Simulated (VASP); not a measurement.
# Ge in VASP: single point with PBE

Aim: the single point of Ge with PBE.

Everything below comes from runs of VASP 6.6.1. Logs are shortened: lines on timing, memory, paths and dates and some standing lists are left out, and cuts for length are marked.

### Step 1. The cell of the first run

The cell holds a wire with vacuum, 4 atoms: a = 11.400 Å, b = 9.300 Å, c = 4.490 Å, α = 90.00°, β = 90.00°, γ = 90.00°.

### Step 2. Single point, PBE, collinear spin, ferromagnetic start

INCAR

```
SYSTEM = Ge
PREC = Accurate
ENCUT = 520
EDIFF = 1E-6
ISMEAR = 0
SIGMA = 0.05
LREAL = .FALSE.
LASPH = .TRUE.
NELM = 150
ALGO = Normal
ISIF = 2
LWAVE = .FALSE.
LCHARG = .FALSE.
ISPIN = 2
MAGMOM = 0.5 0.5 0.5 0.5
LORBIT = 11
GGA = PE
NBANDS = 40
```

KPOINTS

```
Automatic mesh
0
G
  1 1 14
  0 0 0
```

POSCAR

```
Ge
1.0
   11.4000000000      0.0000000000      0.0000000000
    0.0000000000      9.3000000000      0.0000000000
    0.0000000000      0.0000000000      4.4903119409
Ge
4
Direct
    0.3966046593      0.5000000000      0.0000000000
    0.3966046593      0.5000000000      0.5000000000
    0.6033953407      0.5000000000      0.0000000000
    0.6033953407      0.5000000000      0.5000000000
```

Potentials or basis: VASP PAW PBE potentials, release 64 (Ge_d).

Run with:

```console
$ cat potpaw_PBE.64/Ge_d/POTCAR > POTCAR
$ mpirun -np 1 vasp_std > vasp.out
```

OUTCAR:

```text
SYSTEM = Ge
   PREC = Accurate
   ENCUT = 520
   EDIFF = 1E-6
   ISMEAR = 0
   LREAL = .FALSE.
   LASPH = .TRUE.
   NELM = 150
   ISIF = 2
   ISPIN = 2
   LORBIT = 11
   GGA = PE

 ion  position               nearest neighbor table
   1  0.397  0.500  0.000-   2 2.25   2 2.25   3 2.36
   2  0.397  0.500  0.500-   1 2.25   1 2.25   4 2.36
   3  0.603  0.500  0.000-   4 2.25   4 2.25   1 2.36
   4  0.603  0.500  0.500-   3 2.25   3 2.25   2 2.36

  LATTYP: Found a simple orthorhombic cell.
 ALAT       =     4.4903119409
 B/A-ratio  =     2.0711255972
 C/A-ratio  =     2.5387991191

  Lattice vectors:

 A1 = (   0.0000000000,   0.0000000000,  -4.4903119409)
 A2 = (   0.0000000000,   9.3000000000,   0.0000000000)
 A3 = (  11.4000000000,   0.0000000000,   0.0000000000)

Analysis of symmetry for initial positions (statically):
=====================================================================
 Subroutine PRICEL returns following result:

  LATTYP: Found a simple orthorhombic cell.
 ALAT       =     2.2451559704
 B/A-ratio  =     4.1422511943
 C/A-ratio  =     5.0775982382
[... 12 lines left out ...]
 Subroutine GETGRP returns: Found  8 space group operations
 (whereof  8 operations were pure point group operations)
 out of a pool of  8 trial point group operations.

The static configuration has the point symmetry D_2h.

Analysis of symmetry for dynamics (positions and initial velocities):
=====================================================================
 Subroutine PRICEL returns following result:

  LATTYP: Found a simple orthorhombic cell.
 ALAT       =     2.2451559704
 B/A-ratio  =     4.1422511943
 C/A-ratio  =     5.0775982382
[... 12 lines left out ...]
 Subroutine GETGRP returns: Found  8 space group operations
 (whereof  8 operations were pure point group operations)
 out of a pool of  8 trial point group operations.

The dynamic configuration has the point symmetry D_2h.

Analysis of structural, dynamic, and magnetic symmetry:
=====================================================================
 Subroutine PRICEL returns following result:

  LATTYP: Found a simple orthorhombic cell.
 ALAT       =     2.2451559704
 B/A-ratio  =     4.1422511943
 C/A-ratio  =     5.0775982382
[... 12 lines left out ...]
 Subroutine GETGRP returns: Found  8 space group operations
 (whereof  8 operations were pure point group operations)
 out of a pool of  8 trial point group operations.

The overall configuration has the point symmetry D_2h.

 Subroutine INISYM returns: Found  8 space group operations
 (whereof  8 operations are pure point group operations),
 and found     2 'primitive' translations

----------------------------------------------------------------------------------------

                                     Primitive cell

  volume of cell :     238.0314

  direct lattice vectors                    reciprocal lattice vectors
     0.000000000  0.000000000 -2.245155970     0.000000000  0.000000000 -0.445403354
     0.000000000  9.300000000  0.000000000     0.000000000  0.107526882  0.000000000
    11.400000000  0.000000000  0.000000000     0.087719298  0.000000000  0.000000000

  length of vectors
     2.245155970  9.300000000 11.400000000     0.445403354  0.107526882  0.087719298

  position of ions in fractional coordinates (direct lattice)
     0.000000000  0.500000000  0.396604659
     0.000000000  0.500000000  0.603395341

  ion indices of the primitive-cell ions
   primitive index   ion index
                 1           1
                 2           3

----------------------------------------------------------------------------------------

 KPOINTS: Automatic mesh

Automatic generation of k-mesh.
 Grid dimensions read from file:
 generate k-points for:    1    1   14

 Generating k-lattice:

  Cartesian coordinates                     Fractional coordinates (reciprocal lattice)
     0.087719298  0.000000000  0.000000000     1.000000000  0.000000000  0.000000000
     0.000000000  0.107526882  0.000000000     0.000000000  1.000000000  0.000000000
     0.000000000  0.000000000  0.015907263     0.000000000  0.000000000  0.071428571

  Length of vectors
     0.087719298  0.107526882  0.015907263

  Shift w.r.t. Gamma in fractional coordinates (k-lattice)
     0.000000000  0.000000000  0.000000000

 Subroutine IBZKPT returns following result:
 ===========================================

 Found      8 irreducible k-points:

 Following reciprocal coordinates:
            Coordinates               Weight
  0.000000  0.000000  0.000000      1.000000
  0.000000  0.000000  0.071429      2.000000
  0.000000  0.000000  0.142857      2.000000
  0.000000  0.000000  0.214286      2.000000
  0.000000  0.000000  0.285714      2.000000
  0.000000  0.000000  0.357143      2.000000
  0.000000  0.000000  0.428571      2.000000
  0.000000  0.000000  0.500000      1.000000
   k-points           NKPTS =      8   k-points in BZ     NKDIM =      8   number of bands    NBANDS=     40
   number of dos      NEDOS =    301   number of ions     NIONS =      4
   total plane-waves  NPLWV = 226800
   dimension x,y,z NGX =    90 NGY =   70 NGZ =   36
   dimension x,y,z NGXF=   180 NGYF=  140 NGZF=   72
   ions per type =               4
   NGX,Y,Z   is equivalent  to a cutoff of  13.12, 12.51, 13.33 a.u.
   NGXF,Y,Z  is equivalent  to a cutoff of  26.25, 25.03, 26.66 a.u.
 SYSTEM =  Ge
   PREC   = accura    normal or accurate (medium, high low for compatibility)
   ISTART =      0    job   : 0-new  1-cont  2-samecut
   ICHARG =      2    charge: 1-file 2-atom 10-const
   ISPIN  =      2    spin polarized calculation?
   LNONCOLLINEAR =      F non collinear calculations
   LSORBIT =      F    spin-orbit coupling
   LASPH  =      T    aspherical Exc in radial PAW
   ENCUT  =  520.0 eV  38.22 Ry    6.18 a.u.  21.20 17.29  8.35*2*pi/ulx,y,z
   NELM   =    150;   NELMIN=  2; NELMDL= -5     # of ELM steps
   EDIFF  = 0.1E-05   stopping-criterion for ELM
   LREAL  =      F    real-space projection
[... 7 lines left out ...]
   TEBEG  =    0.0;   TEEND  =   0.0 temperature during run
   PSTRESS=    0.0 pullay stress
   NELECT =      56.0000    total number of electrons
   NUPDOWN=      -1.0000    fix difference up-down
   EMIN   =  10.00;   EMAX   =-10.00  energy-range for DOS
   EFERMI =   0.00;   METHOD = LEGACY
   ISMEAR =     0;   SIGMA  =   0.05  broadening in eV -4-tet -1-fermi 0-gaus
   EFERMI_NEDOS =   21; number of points for ismear=-14 and -15
   IALGO  =     38    algorithm
   IMIX   =      4    mixing-type and parameters
     AMIX     =   0.40;   BMIX     =  1.00
     AMIX_MAG =   1.60;   BMIX_MAG =  1.00
  volume/ion in A,a.u.               =     119.02       803.16
  Fermi-wavevector in a.u.,A,eV,Ry     =   0.802139  1.515822  8.754346  0.643426
  Thomas-Fermi vector in A             =   1.909759
   LORBIT       =     11    0 simple, 1 ext, 2 COOP (PROOUT), +10 PAW based schemes
   GGA     = PE    functional components
   LHFCALC =     F    Hartree Fock is set to
   AEXX    =    0.0000 exact exchange contribution
   IVDW    =     0    specifies the selected vdW correction
   LEPSILON=     F    determine dielectric tensor
   LRPA    =     F    only Hartree local field effects (RPA)
 spin polarized calculation
 Gauss-broadening in eV      SIGMA  =   0.05
  energy-cutoff  :      520.00
  volume of cell :      476.06
 maximum number of plane-waves:     12861
 NGX is ok and might be reduce to    90
   NGX = 43   NGY = 35   NGZ = 17

 number of electron      55.9999975 magnetization       0.0012801

 Free energy of the ion-electron system (eV)
  ---------------------------------------------------
  ext. energy  EPLUGINS =         0.00000000
  ---------------------------------------------------
  free energy    TOTEN  =       -13.22218589 eV

  energy without entropy =      -13.21774697  energy(sigma->0) =      -13.21996643

 E-fermi :  -2.5902     XC(G=0):  -2.9731

 val. band max:       -2.8703793848   @ k =   0.0000   0.0000   0.2143
 cond. band min:      -2.5890663180   @ k =   0.0000   0.0000   0.2857
 fundamental gap:      0.2813130668
 Fermi energy:        -2.5902110108

 spin component 1

 k-point     1 :       0.0000    0.0000    0.0000
  band No.  band energies     occupation
      1     -27.8350      1.00000
      2     -27.7725      1.00000
      3     -27.5252      1.00000
      4     -27.4589      1.00000
      5     -27.4360      1.00000
      6     -27.3906      1.00000
[... 333 lines left out ...]
     39       3.9822      0.00000
     40       3.9823      0.00000
 Fermi energy:        -2.5902110108

 spin component 2

 k-point     1 :       0.0000    0.0000    0.0000
  band No.  band energies     occupation
      1     -27.8350      1.00000
      2     -27.7725      1.00000
      3     -27.5252      1.00000
      4     -27.4588      1.00000
      5     -27.4360      1.00000
      6     -27.3906      1.00000
[... 333 lines left out ...]
     39       3.9811      0.00000
     40       3.9811      0.00000

------------------------ aborting loop because EDIFF is reached ----------------------------------------

  FORCE on cell =-STRESS in cart. coord.  units (eV):
  Direction    XX          YY          ZZ          XY          YZ          ZX
  --------------------------------------------------------------------------------------
  -------------------------------------------------------------------------------------
  Total        5.9563760      0.0324792     19.5590906      0.0000000      0.0000000      0.0000000
  in kB       20.0460299      0.1093078     65.8256154      0.0000000      0.0000000      0.0000000
  external PRESSURE =      28.6603177 kB  Pullay stress =       0.0000000 kB

 VOLUME and BASIS-vectors are now :
 -----------------------------------------------------------------------------
  energy-cutoff  :      520.00
  volume of cell :      476.06
      direct lattice vectors                 reciprocal lattice vectors
    11.400000000  0.000000000  0.000000000     0.087719298  0.000000000  0.000000000
     0.000000000  9.300000000  0.000000000     0.000000000  0.107526882  0.000000000
     0.000000000  0.000000000  4.490311941     0.000000000  0.000000000  0.222701677

 POSITION                                       TOTAL-FORCE (eV/Angst)
 -----------------------------------------------------------------------------------
      4.52129      4.65000      0.00000        -1.273709     -0.000000      0.000000
      4.52129      4.65000      2.24516        -1.273709     -0.000000     -0.000000
      6.87871      4.65000      0.00000         1.273709     -0.000000     -0.000000
      6.87871      4.65000      2.24516         1.273709      0.000000      0.000000
 -----------------------------------------------------------------------------------
    total drift:                                0.000000     -0.000000      0.000000

  FREE ENERGIE OF THE ION-ELECTRON SYSTEM (eV)
  ---------------------------------------------------
  free  energy   TOTEN  =       -13.2221858887 eV

  energy  without entropy=      -13.2177469703  energy(sigma->0) =      -13.21996643

 total charge

# of ion       s       p       d       tot
------------------------------------------
    1        1.205   1.241  10.041  12.488
    2        1.205   1.241  10.041  12.488
    3        1.205   1.241  10.041  12.488
    4        1.205   1.241  10.041  12.488
--------------------------------------------------
tot          4.820   4.965  40.166  49.950

 magnetization (x)

# of ion       s       p       d       tot
------------------------------------------
    1        0.000   0.000   0.000   0.000
    2        0.000   0.000   0.000   0.000
    3        0.000   0.000   0.000   0.000
    4        0.000   0.000   0.000   0.000
--------------------------------------------------
tot          0.000   0.000   0.000   0.000
```

Run time: 11 min. Hardware: 1 thread of Intel Xeon Platinum 8259CL at 2.50GHz (Skylake/Cascade Lake), shared host; peak memory 0.74 GiB.

Results:

```yaml
Free_energy: -13.2222 eV
Largest_force: 1.274 eV/Å
Band_gap_on_the_k_mesh: zero (filled and empty bands overlap)
Net_moment: 0.00 μB per cell
Valence_electrons_inside_the_program's_atomic_spheres: Ge 12.49
```

Forces on the atoms (eV/Å):
```
Ge  -1.274  0.000  0.000
Ge  -1.274  0.000  0.000
Ge   1.274  0.000  0.000
Ge   1.274  0.000  0.000
```

Levels at points of the mesh, in eV from the Fermi level:
Spin up:
| k point | band 24 | band 25 | band 26 | band 27 | band 28 | band 29 | band 30 | band 31 | band 32 | band 33 |
| --- | --- | --- | --- | --- | --- | --- | --- | --- | --- | --- |
| (0.00, 0.00, 0.00) | -5.09 | -3.51 | -3.08 | -2.88 | -1.34 | -0.65 | 2.08 | 2.61 | 3.10 | 3.15 |
| (0.00, 0.00, 0.50) | -7.71 | -1.61 | -1.61 | -1.14 | -1.14 | 1.31 | 1.31 | 3.76 | 3.76 | 4.24 |
Spin down:
```
           k point  band 25  band 26  band 27  band 28  band 29  band 30  band 31  band 32
(0.00, 0.00, 0.00)    -3.51    -3.08    -2.88    -1.34    -0.65     2.08     2.61     3.10
(0.00, 0.00, 0.50)    -1.61    -1.61    -1.14    -1.14     1.31     1.31     3.76     3.76
```
